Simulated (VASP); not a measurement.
A run of VASP 6.6.1 is set up as follows.

INCAR

```
SYSTEM = HC18N
PREC = Accurate
ENCUT = 520
EDIFF = 1E-6
ISMEAR = -1
SIGMA = 0.02
LREAL = Auto
LASPH = .True.
NELM = 100
ALGO = Normal
ISIF = 2
LWAVE = .False.
LCHARG = .True.
GGA = PE
LELF = .True.
LVHAR = .True.
NBANDS = 55
```

File KPOINTS:

```
regular mesh
0
Gamma
  2 2 1
  0 0 0
```

File POSCAR:

```
HC18N
1.0
    7.3980000000      0.0000000000      0.0000000000
   -3.6990000000      6.4068560000      0.0000000000
    0.0000000000      0.0000000000     13.0000000000
C N H
18 1 1
Direct
    0.0025314003     -0.0020969724      0.0705026154
    0.2245985686      0.1095485836      0.0688325385
    0.0023465727      0.3316550271      0.0636724615
    0.2238651120      0.4437964580      0.0645342308
    0.0011111190      0.6619099914      0.0678774615
    0.2228183553      0.7731171108      0.0664998462
    0.3352593124     -0.0030885664      0.0695123846
    0.5512071869      0.1046230788      0.0771246923
    0.3349056330      0.3318112659      0.0693381538
    0.5547504762      0.4450897601      0.0748106923
    0.3303059585      0.6623315711      0.0716670000
    0.5524773909      0.7696484828      0.0977749231
    0.6732413546      0.0041185567      0.0935428462
    0.8949078852      0.1104118775      0.0707486923
    0.6675924665      0.3312779310      0.0946028462
    0.8946147389      0.4433641087      0.0701062308
    0.6693664052      0.6626941514      0.0774373077
    0.8894069485      0.7737455001      0.0730417692
    0.6160789090      0.8948563851      0.1917750769
    0.6734286873      1.3363707566      0.1812138462
```

Potentials or basis: VASP PAW PBE potentials, release 64 (C, N, H).

Launch:

```sh
$ cat potpaw_PBE.64/C/POTCAR potpaw_PBE.64/N/POTCAR potpaw_PBE.64/H/POTCAR > POTCAR
$ mpirun -np 1 vasp_std > vasp.out
```

**Question.** Predict the largest force.

**Answer.** 0.188 eV/Å.

**Question.** What does it give for the band gap on the k mesh?

**Answer.** 0.31 eV (least direct gap 0.37 eV).

Forces on the atoms (eV/Å):
```
C    0.003 -0.006  0.005
C    0.008 -0.004 -0.005
C   -0.012 -0.008  0.006
C    0.008  0.009 -0.001
C   -0.005  0.004  0.003
C    0.000  0.011 -0.005
C   -0.009 -0.003 -0.005
C   -0.001 -0.004 -0.013
C    0.001  0.004 -0.009
C   -0.004  0.003  0.008
C    0.000 -0.003 -0.009
C   -0.009 -0.064 -0.070
C    0.016  0.054 -0.074
C   -0.003  0.006 -0.015
C    0.000 -0.002 -0.001
C   -0.003  0.000 -0.016
C    0.010 -0.004 -0.008
C   -0.002 -0.003 -0.009
N   -0.003  0.010  0.187
H    0.002  0.001  0.031
```

Caveat: the k points lie up to 0.49 Å⁻¹ apart; there is no dipole correction, which matters where the two faces differ; semilocal functionals underestimate gaps, and a narrow one can read as zero.
